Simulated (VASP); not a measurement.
Here is a VASP 6.6.1 calculation.

INCAR

```
SYSTEM = CuO
  PREC = Accurate
  ENCUT = 820
  EDIFF = 1E-6
  ISMEAR = -1
  SIGMA = 0.05
  LREAL = .FALSE.
  LASPH = .TRUE.
  NELM = 120
  ALGO = Normal
  ISIF = 2
  LWAVE = .FALSE.
  LCHARG = .FALSE.
  GGA = B5
  ALDAX = 1.0
  AGGAX = 1.0
  AGGAC = 1.0
  ALDAC = 0.0
  NBANDS = 20
  GGA_COMPAT = .FALSE.
```

Contents of KPOINTS:

```
regular mesh
0
G
  11 11 11
  0 0 0
```

Contents of POSCAR:

```
CuO
1.0
    0.0000000000      2.1580717154      2.1580717154
    2.1580717154      0.0000000000      2.1580717154
    2.1580717154      2.1580717154      0.0000000000
Cu O
1 1
Direct
    0.0294977200      0.0281008700      0.9080259900
    0.4705022800      0.4718991300      0.5919740100
```

Potentials or basis: VASP PAW PBE potentials, release 64 (Cu_sv_GW, O).

The run is started by

```sh
$ cat potpaw_PBE.64/Cu_sv_GW/POTCAR potpaw_PBE.64/O/POTCAR > POTCAR
$ mpirun -np 1 vasp_std > vasp.out
```

Problem. What does it give for the pressure?

Solution. 13.2 GPa.

Problem. What does it give for the largest force?

Solution. 0.671 eV/Å.

Problem. Predict the band gap on the k mesh.

Solution. Zero (an odd number of electrons rules out a gap without spin polarisation).

Stress tensor (GPa, compression positive):
```
14.45 -2.81  2.25
-2.81 13.74  2.10
 2.25  2.10 11.49
```

Caveat: the cell stands under pressure; the PAW data sets were made with another functional, which shifts forces and pressure a little; an odd number of electrons without spin polarisation forces a metal; a magnetic or distorted state may lie lower; semilocal functionals often make such compounds metallic where correlation or magnetic order opens a gap, which also shifts bond lengths. With open d or f shells a metallic result of BLYP can be an artefact of self-interaction; +U or a hybrid may open a gap.
